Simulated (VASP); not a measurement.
Crystal: Fe.

```
Fe
1.0
     2.51766    0.00000    0.00000
    -1.25883    2.18036    0.00000
     0.00000    0.00000    4.37454
Fe
2
Direct
  0.33333 0.66667 0.25000
  0.66667 0.33333 0.75000
```

Base run:

```yaml
Program: VASP 6.6.1
Functional: PBE
Potentials_or_basis: VASP PAW PBE potentials, release 64 (Fe)
Cutoff: 520 eV
k_mesh: 16 × 16 × 8
Occupations: fermi-dirac, width 0.05 eV
Spin: collinear spin, ferromagnetic start
Starting_moments: "[2.579, 2.579] μB"
```

Its results: pressure 0.6 GPa; net moment 5.15 μB per cell; site moments Fe +2.56 μB.

**Question.** The run is repeated on the same cell with these changes: k mesh from 16 × 16 × 8 to 14 × 14 × 8; moments at the start from [2.58, 2.58] to [2.5, 2.5]. What comes out?

**Answer.** Pressure -0.2 GPa; net moment 5.07 μB per cell; site moments Fe +2.53 μB.
